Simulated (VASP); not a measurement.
# B (P6_3/mmc) in VASP: a series of runs

Runs on B. Level: PBE. Tasks: single point, relaxation of cell and atoms.

All numbers are computed with VASP 6.6.1; they aren't measurements. Logs are shortened: lines on timing, memory, paths and dates and some standing lists are left out, and cuts for length are marked.

**1. The cell of the first run**

Symmetry: P6_3/mmc, No. 194, hexagonal system. Conventional cell: a = 2.115 Å, b = 2.115 Å, c = 6.209 Å, α = 90.00°, β = 90.00°, γ = 120.00°. Within 2.6 Å of B (site symmetry -3m) lie 12 B at 1.98 to 2.12 Å. Within 2.6 Å of B (site symmetry -6m2) lie 12 B at 1.98 to 2.12 Å.

This isn't the form of B at room conditions, which is rhombohedral.

**2. Single point, PBE**

Contents of INCAR:

```
SYSTEM = B
  PREC = Accurate
  ENCUT = 520
  EDIFF = 1E-7
  ISMEAR = 0
  SIGMA = 0.1
  LREAL = .FALSE.
  LASPH = .TRUE.
  NELM = 60
  ALGO = Normal
  ISIF = 2
  LWAVE = .FALSE.
  LCHARG = .FALSE.
  GGA = PE
  NBANDS = 14
```

Contents of KPOINTS:

```
Automatic mesh
0
G
  9 9 4
  0 0 0
```

Contents of POSCAR:

```
B
1.0
    2.1151824291      0.0000000000      0.0000000000
   -1.0575912145      1.8318017173      0.0000000000
    0.0000000000      0.0000000000      6.2092287249
B
4
Direct
    0.0000000000      0.0000000000      0.0000000000
    0.0000000000      0.0000000000      0.5000000000
    0.3333333333      0.6666666667      0.7500000000
    0.6666666667      0.3333333333      0.2500000000
```

Potentials or basis: VASP PAW PBE potentials, release 64 (B).

On the command line:

```
cat potpaw_PBE.64/B/POTCAR > POTCAR
mpirun -np 1 vasp_std > vasp.out
```

OUTCAR:

```text
SYSTEM = B
   PREC = Accurate
   ENCUT = 520
   EDIFF = 1E-7
   ISMEAR = 0
   LREAL = .FALSE.
   LASPH = .TRUE.
   NELM = 60
   ISIF = 2
   GGA = PE

 ion  position               nearest neighbor table
   1  0.000  0.000  0.000-   3 1.98   4 1.98   4 1.98   3 1.98   4 1.98   3 1.98
   2  0.000  0.000  0.500-   3 1.98   4 1.98   4 1.98   3 1.98   4 1.98   3 1.98
   3  0.333  0.667  0.750-   1 1.98   2 1.98   1 1.98   2 1.98   1 1.98   2 1.98
   4  0.667  0.333  0.250-   1 1.98   2 1.98   1 1.98   2 1.98   1 1.98   2 1.98

  LATTYP: Found a hexagonal cell.
 ALAT       =     2.1151824291
 C/A-ratio  =     2.9355523379

  Lattice vectors:

 A1 = (   2.1151824291,   0.0000000000,   0.0000000000)
 A2 = (  -1.0575912145,   1.8318017173,   0.0000000000)
 A3 = (   0.0000000000,   0.0000000000,   6.2092287249)

Analysis of symmetry for initial positions (statically):
=====================================================================
 Subroutine PRICEL returns:
 Original cell was already a primitive cell.

 Routine SETGRP: Setting up the symmetry group for a
 hexagonal supercell.

 Subroutine GETGRP returns: Found 24 space group operations
 (whereof 12 operations were pure point group operations)
 out of a pool of 24 trial point group operations.

The static configuration has the point symmetry D_3d.
 The point group associated with its full space group is D_6h.

Analysis of symmetry for dynamics (positions and initial velocities):
=====================================================================
 Subroutine PRICEL returns:
 Original cell was already a primitive cell.

 Routine SETGRP: Setting up the symmetry group for a
 hexagonal supercell.

 Subroutine GETGRP returns: Found 24 space group operations
 (whereof 12 operations were pure point group operations)
 out of a pool of 24 trial point group operations.

The dynamic configuration has the point symmetry D_3d.
 The point group associated with its full space group is D_6h.

 Subroutine INISYM returns: Found 24 space group operations
 (whereof 12 operations are pure point group operations),
 and found     1 'primitive' translations

----------------------------------------------------------------------------------------

                                     Primitive cell

  volume of cell :      24.0582

[... 103 lines left out ...]
   NELECT =      12.0000    total number of electrons
   NUPDOWN=      -1.0000    fix difference up-down
   EMIN   =  10.00;   EMAX   =-10.00  energy-range for DOS
   EFERMI =   0.00;   METHOD = LEGACY
   ISMEAR =     0;   SIGMA  =   0.10  broadening in eV -4-tet -1-fermi 0-gaus
   EFERMI_NEDOS =   21; number of points for ismear=-14 and -15
   IALGO  =     38    algorithm
   IMIX   =      4    mixing-type and parameters
     AMIX     =   0.40;   BMIX     =  1.00
     AMIX_MAG =   1.60;   BMIX_MAG =  1.00
  volume/ion in A,a.u.               =       6.01        40.59
  Fermi-wavevector in a.u.,A,eV,Ry     =   1.298317  2.453463 22.934333  1.685626
  Thomas-Fermi vector in A             =   2.429653
   LORBIT       =      0    0 simple, 1 ext, 2 COOP (PROOUT), +10 PAW based schemes
   GGA     = PE    functional components
   LHFCALC =     F    Hartree Fock is set to
   AEXX    =    0.0000 exact exchange contribution
   IVDW    =     0    specifies the selected vdW correction
   LEPSILON=     F    determine dielectric tensor
   LRPA    =     F    only Hartree local field effects (RPA)
 non-spin polarized calculation
 Gauss-broadening in eV      SIGMA  =   0.10
  energy-cutoff  :      520.00
  volume of cell :       24.06
 maximum number of plane-waves:       664
 NGX is ok and might be reduce to    16
   NGX =  7   NGY =  7   NGZ = 23

 number of electron      12.0000000 magnetization

 Free energy of the ion-electron system (eV)
  ---------------------------------------------------
  ext. energy  EPLUGINS =         0.00000000
  ---------------------------------------------------
  free energy    TOTEN  =       -21.08028849 eV

  energy without entropy =      -21.07683776  energy(sigma->0) =      -21.07856312

 E-fermi :  10.0818     XC(G=0): -12.9295

 val. band max:       10.0072098148   @ k =   0.3333   0.3333   0.0000
 cond. band min:      10.1132659490   @ k =   0.4444   0.1111   0.2500
 fundamental gap:      0.1060561342
 Fermi energy:        10.0817555198

 k-point     1 :       0.0000    0.0000    0.0000
  band No.  band energies     occupation
      1      -8.6465      2.00000
      2      -5.5899      2.00000
      3      -5.5547      2.00000
      4       1.4971      2.00000
      5       7.1999      2.00000
      6      19.5411      0.00000
      7      19.6714      0.00000
      8      20.8237      0.00000
      9      20.8237      0.00000
     10      22.4397      0.00000
     11      22.4397      0.00000
     12      22.5976      0.00000
     13      22.5976      0.00000
     14      24.6525      0.00000
[... 377 lines left out ...]
      1       3.1953      2.00000
      2       3.1953      2.00000
      3       3.5076      2.00000
      4       3.9488      2.00000
      5       4.7617      2.00000
      6       4.7617      2.00000
      7       8.4255      2.00000
      8       8.4255      2.00000
      9      10.3670      0.00005
     10      12.4485      0.00000
     11      14.8261      0.00000
     12      14.8261      0.00000
     13      18.8604      0.00000
     14      18.8604      0.00000

 [... further k-points ...]

------------------------ aborting loop because EDIFF is reached ----------------------------------------

  FORCE on cell =-STRESS in cart. coord.  units (eV):
  Direction    XX          YY          ZZ          XY          YZ          ZX
  --------------------------------------------------------------------------------------
  -------------------------------------------------------------------------------------
  Total       -0.0605082     -0.0605082     -0.0421742     -0.0000000      0.0000000      0.0000000
  in kB       -4.0295910     -4.0295910     -2.8086235     -0.0000000      0.0000000      0.0000000
  external PRESSURE =      -3.6226018 kB  Pullay stress =       0.0000000 kB

 VOLUME and BASIS-vectors are now :
 -----------------------------------------------------------------------------
  energy-cutoff  :      520.00
  volume of cell :       24.06
      direct lattice vectors                 reciprocal lattice vectors
     2.115182429  0.000000000  0.000000000     0.472772460  0.272955307  0.000000000
    -1.057591214  1.831801717  0.000000000     0.000000000  0.545910614  0.000000000
     0.000000000  0.000000000  6.209228725     0.000000000  0.000000000  0.161050598

 POSITION                                       TOTAL-FORCE (eV/Angst)
 -----------------------------------------------------------------------------------
      0.00000      0.00000      0.00000         0.000000      0.000000      0.000000
      0.00000      0.00000      3.10461         0.000000      0.000000      0.000000
     -0.00000      1.22120      4.65692        -0.000000      0.000000     -0.000000
      1.05759      0.61060      1.55231         0.000000      0.000000     -0.000000
 -----------------------------------------------------------------------------------
    total drift:                               -0.000000      0.000000      0.000000

  FREE ENERGIE OF THE ION-ELECTRON SYSTEM (eV)
  ---------------------------------------------------
  free  energy   TOTEN  =       -21.0802884871 eV

  energy  without entropy=      -21.0768377594  energy(sigma->0) =      -21.07856312
```

OSZICAR:

```text
N       E                     dE             d eps       ncg     rms          rms(c)
DAV:   1     0.125038676442E+02    0.12504E+02   -0.58209E+03  1008   0.810E+02
DAV:   2    -0.200813187591E+02   -0.32585E+02   -0.30170E+02  1312   0.149E+02
DAV:   3    -0.211242819473E+02   -0.10430E+01   -0.96385E+00  1334   0.205E+01
DAV:   4    -0.211333205017E+02   -0.90386E-02   -0.89979E-02  1156   0.115E+00
DAV:   5    -0.211333474744E+02   -0.26973E-04   -0.26973E-04  1306   0.750E-02    0.341E+00
DAV:   6    -0.210974730902E+02    0.35874E-01   -0.10196E-02  1122   0.629E-01    0.204E+00
DAV:   7    -0.210803674708E+02    0.17106E-01   -0.77448E-03  1264   0.602E-01    0.122E-01
DAV:   8    -0.210802912516E+02    0.76219E-04   -0.23223E-04  1248   0.103E-01    0.310E-02
DAV:   9    -0.210802883968E+02    0.28548E-05   -0.20606E-05  1248   0.341E-02    0.484E-03
DAV:  10    -0.210802886369E+02   -0.24008E-06   -0.42590E-07  1210   0.419E-03    0.169E-03
DAV:  11    -0.210802884977E+02    0.13919E-06   -0.68388E-08   678   0.175E-03    0.129E-04
DAV:  12    -0.210802884871E+02    0.10641E-07   -0.19976E-09   612   0.375E-04
   1 F= -.21080288E+02 E0= -.21078563E+02  d E =-.345073E-02
```

Wall time 21 s (1 thread of Intel Xeon 8259CL, shared host); peak memory 0.13 GiB.

Results:

```yaml
Free_energy: -21.0803 eV
Pressure: -0.4 GPa
Band_gap_on_the_k_mesh: zero (bands 6 and 7 overlap by 11.70 eV)
```

Stress tensor (GPa, compression positive):
```
-0.40  0.00  0.00
 0.00 -0.40  0.00
 0.00  0.00 -0.28
```

Levels at points of the mesh, in eV from the Fermi level:
```csv
k point,band 2,band 3,band 4,band 5,band 6,band 7,band 8,band 9,band 10,band 11
"(0.00, 0.00, 0.00)",-15.67,-15.64,-8.58,-2.88,9.46,9.59,10.74,10.74,12.36,12.36
"(0.00, 0.00, 0.50)",-17.96,-11.94,-11.94,1.93,1.93,11.21,11.21,11.21,11.21,13.86
```

Caveat: the k points lie up to 0.38 Å⁻¹ apart, too coarse for converged energies and pressures of a metal.

**3. Single point, PBE**

This run uses another cell than the first one, of 7.47 Å³/atom.

Contents of INCAR:

```
PREC     = Accurate       # precision mode
ENCUT    = 520            # plane-wave cutoff, eV
EDIFF    = 1E-7           # SCF threshold, eV
ISMEAR   = 0              # smearing method
SIGMA    = 0.1            # smearing width, eV
LREAL    = False          # projectors in reciprocal space
LASPH    = True           # aspherical terms in the spheres
NELM     = 60             # most SCF steps
ALGO     = Normal         # electronic algorithm
ISIF     = 2              # what is computed and relaxed
LWAVE    = False          # write WAVECAR
LCHARG   = False          # write CHGCAR
GGA      = PE             # functional
NBANDS   = 14             # bands
```

Contents of KPOINTS:

```
regular mesh
0
Gamma
  9 9 4
```

Contents of POSCAR:

```
B
1.0
    2.2034945065      0.0000000000      0.0000000000
   -1.1017472532      1.9082822198      0.0000000000
    0.0000000000      0.0000000000      7.1067046936
B
4
Direct
    0.0000000000      0.0000000000      0.0000000000
    0.0000000000      0.0000000000      0.5000000000
    0.3333333333      0.6666666667      0.7500000000
    0.6666666667      0.3333333333      0.2500000000
```

Potentials or basis: VASP PAW PBE potentials, release 64 (B).

On the command line:

```
cat potpaw_PBE.64/B/POTCAR > POTCAR
mpirun -np 1 vasp_std > vasp.out
```

OUTCAR:

```text
PREC = Accurate
   ENCUT = 520
   EDIFF = 1E-7
   ISMEAR = 0
   LREAL = False
   LASPH = True
   NELM = 60
   ISIF = 2
   GGA = PE

 ion  position               nearest neighbor table
   1  0.000  0.000  0.000-
   2  0.000  0.000  0.500-
   3  0.333  0.667  0.750-
   4  0.667  0.333  0.250-

  LATTYP: Found a hexagonal cell.
 ALAT       =     2.2034945065
 C/A-ratio  =     3.2251973729

  Lattice vectors:

 A1 = (   2.2034945065,   0.0000000000,   0.0000000000)
 A2 = (  -1.1017472532,   1.9082822198,   0.0000000000)
 A3 = (   0.0000000000,   0.0000000000,   7.1067046936)

Analysis of symmetry for initial positions (statically):
=====================================================================
 Subroutine PRICEL returns:
 Original cell was already a primitive cell.

 Routine SETGRP: Setting up the symmetry group for a
 hexagonal supercell.

 Subroutine GETGRP returns: Found 24 space group operations
 (whereof 12 operations were pure point group operations)
 out of a pool of 24 trial point group operations.

The static configuration has the point symmetry D_3d.
 The point group associated with its full space group is D_6h.

Analysis of symmetry for dynamics (positions and initial velocities):
=====================================================================
 Subroutine PRICEL returns:
 Original cell was already a primitive cell.

 Routine SETGRP: Setting up the symmetry group for a
 hexagonal supercell.

 Subroutine GETGRP returns: Found 24 space group operations
 (whereof 12 operations were pure point group operations)
 out of a pool of 24 trial point group operations.

The dynamic configuration has the point symmetry D_3d.
 The point group associated with its full space group is D_6h.

 Subroutine INISYM returns: Found 24 space group operations
[... 127 lines left out ...]
   LHFCALC =     F    Hartree Fock is set to
   AEXX    =    0.0000 exact exchange contribution
   IVDW    =     0    specifies the selected vdW correction
   LEPSILON=     F    determine dielectric tensor
   LRPA    =     F    only Hartree local field effects (RPA)
 non-spin polarized calculation
 Gauss-broadening in eV      SIGMA  =   0.10
  energy-cutoff  :      520.00
  volume of cell :       29.88
 maximum number of plane-waves:       822
   NGX =  9   NGY =  9   NGZ = 27

 number of electron      12.0000000 magnetization

 Free energy of the ion-electron system (eV)
  ---------------------------------------------------
  ext. energy  EPLUGINS =         0.00000000
  ---------------------------------------------------
  free energy    TOTEN  =       -20.12581243 eV

  energy without entropy =      -20.11629790  energy(sigma->0) =      -20.12105516

 E-fermi :   7.7009     XC(G=0): -12.0530

 val. band max:        7.6700389928   @ k =   0.3333   0.2222   0.2500
 cond. band min:       7.7734220099   @ k =   0.2222   0.2222   0.5000
 fundamental gap:      0.1033830171
 Fermi energy:         7.7009226515

 k-point     1 :       0.0000    0.0000    0.0000
  band No.  band energies     occupation
      1      -8.6883      2.00000
      2      -6.2512      2.00000
      3      -6.2416      2.00000
      4      -0.1507      2.00000
      5       2.6413      2.00000
      6      12.8489      0.00000
      7      12.8930      0.00000
      8      18.0671      0.00000
      9      18.0671      0.00000
     10      19.1250      0.00000
     11      19.1250      0.00000
     12      19.1942      0.00000
     13      19.1942      0.00000
     14      20.4662      0.00000
[... 377 lines left out ...]
      1       2.5139      2.00000
      2       2.5139      2.00000
      3       2.6225      2.00000
      4       3.0952      2.00000
      5       3.6507      2.00000
      6       3.6507      2.00000
      7       6.2918      2.00000
      8       6.2918      2.00000
      9       7.5885      1.88812
     10       9.6659      0.00000
     11      10.8502      0.00000
     12      10.8502      0.00000
     13      14.0596      0.00000
     14      14.0596      0.00000

 [... further k-points ...]

------------------------ aborting loop because EDIFF is reached ----------------------------------------

  FORCE on cell =-STRESS in cart. coord.  units (eV):
  Direction    XX          YY          ZZ          XY          YZ          ZX
  --------------------------------------------------------------------------------------
  -------------------------------------------------------------------------------------
  Total       -6.5040688     -6.5040688     -8.0020666     -0.0000000     -0.0000000     -0.0000000
  in kB     -348.7167930   -348.7167931   -429.0322091     -0.0000000     -0.0000000     -0.0000000
  external PRESSURE =    -375.4885984 kB  Pullay stress =       0.0000000 kB

 VOLUME and BASIS-vectors are now :
 -----------------------------------------------------------------------------
  energy-cutoff  :      520.00
  volume of cell :       29.88
      direct lattice vectors                 reciprocal lattice vectors
     2.203494506  0.000000000  0.000000000     0.453824594  0.262015752  0.000000000
    -1.101747253  1.908282220  0.000000000     0.000000000  0.524031503  0.000000000
     0.000000000  0.000000000  7.106704694     0.000000000  0.000000000  0.140712193

 POSITION                                       TOTAL-FORCE (eV/Angst)
 -----------------------------------------------------------------------------------
      0.00000      0.00000      0.00000        -0.000000      0.000000     -0.000000
      0.00000      0.00000      3.55335        -0.000000      0.000000     -0.000000
     -0.00000      1.27219      5.33003         0.000000     -0.000000      0.000000
      1.10175      0.63609      1.77668        -0.000000      0.000000      0.000000
 -----------------------------------------------------------------------------------
    total drift:                                0.000000      0.000000      0.000000

  FREE ENERGIE OF THE ION-ELECTRON SYSTEM (eV)
  ---------------------------------------------------
  free  energy   TOTEN  =       -20.1258124259 eV

  energy  without entropy=      -20.1162978979  energy(sigma->0) =      -20.12105516
```

It took 21 s on 1 thread of Intel Xeon 8259CL, shared host; peak memory 0.13 GiB.

What came out:

- Free energy: -20.1258 eV
- Pressure: -37.5 GPa
- Band gap on the k mesh: zero (bands 6 and 7 overlap by 7.23 eV)

Caveat: the k points lie up to 0.37 Å⁻¹ apart, too coarse for converged energies and pressures of a metal.

(Part 1 of 2 ends here.)

The gap in the log of VASP goes by the Fermi energy; the results here count the filled bands.